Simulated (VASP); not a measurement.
Ge5Br:

```
Ge Br
1.0
     5.65169    0.00000    0.00000
    -2.82585    4.89451    0.00000
     0.00000    0.00000    4.67637
Ge Br
5 1
Direct
  0.33333 0.66667 0.50000
  0.00000 0.57650 0.00000
  0.57650 0.00000 0.00000
  0.42350 0.42350 0.00000
  0.66667 0.33333 0.50000
  0.00000 0.00000 0.50000
```

The cell was generated, and may not be a known phase.

- Program: VASP 6.6.1
- Task: relaxation of cell and atoms
- Functional: PBE
- Potentials or basis: VASP PAW PBE potentials, release 64 (Ge_d, Br)
- Cutoff: 600 eV
- k mesh: 6 × 6 × 4
- Occupations: gaussian, width 0.1 eV
- Spin: no spin polarisation

At the start: pressure 0.0 GPa; volume 21.56 Å³/atom.

Question: Where does the relaxation end?

Answer: Over 11 steps the energy falls by 16.9 meV/atom and the volume is 21.62 Å³/atom (+0.3 %); space group P-62m (No. 189, to 0.1 Å) before and after.

The path:
```tsv
step	energy change (eV)	largest force (eV/Å)	pressure (GPa)	volume (Å³)
1	0.0000	0.0664	0.02	129.36
2	-0.0139	0.0737	-0.14	129.41
3	-0.0538	0.0922	-0.37	129.48
4	-0.0728	0.0842	-0.23	129.29
5	-0.0764	0.0947	-0.33	129.40
6	-0.0766	0.0932	-0.33	129.39
7	-0.0778	0.0704	0.59	127.42
8	-0.0788	0.0803	0.20	128.21
9	-0.0824	0.0711	0.20	128.37
10	-0.0912	0.0503	0.16	128.83
11	-0.1012	0.0204	0.04	129.75
```

Final structure:
```
Ge Br
1.0
     5.47319    0.00000    0.00000
    -2.73660    4.73992    0.00000
     0.00000    0.00000    5.00138
Ge Br
5 1
Cartesian
  0.0000 3.1599 2.5007
  3.9865 2.5750 0.0000
  2.9734 0.0000 0.0000
  1.2499 2.1649 0.0000
  2.7366 1.5800 2.5007
  2.7366 4.7399 2.5007
```

Caveat: an odd number of electrons without spin polarisation forces a metal; a magnetic or distorted state may lie lower.
